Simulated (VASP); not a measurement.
A run of VASP 6.6.1 is set up as follows.

File INCAR:

```
SYSTEM = BiB
PREC = Accurate ; ENCUT = 520
EDIFF = 1E-6 ; ISMEAR = -1
SIGMA = 0.02 ; LREAL = .False.
LASPH = .True. ; NELM = 150
ALGO = Normal ; ISIF = 2
LWAVE = .False. ; LCHARG = .False.
ISPIN = 2 ; MAGMOM = 0 0
LORBIT = 11 ; GGA = PE
NBANDS = 20
```

KPOINTS

```
regular mesh
0
Gamma
  6 6 6
  0 0 0
```

Contents of POSCAR:

```
BiB
1.0
    3.3701289731      0.0000000000      0.0000000000
    0.0000000000      3.3701289731      0.0000000000
    0.0000000000      0.0000000000      3.3701289731
B Bi
1 1
Direct
    0.0000000000      0.0000000000      0.0000000000
    0.5000000000      0.5000000000      0.5000000000
```

Potentials or basis: VASP PAW PBE potentials, release 64 (B, Bi_d).

Command:

```bash
$ cat potpaw_PBE.64/B/POTCAR potpaw_PBE.64/Bi_d/POTCAR > POTCAR
$ mpirun -np 1 vasp_std > vasp.out
```

Task: Predict the band gap on the k mesh.

Result: Zero (filled and empty bands overlap).

Task: Estimate the pressure.

Result: -0.5 GPa.

Caveat: spin-orbit coupling is left out, which moves the levels of the heavy elements.
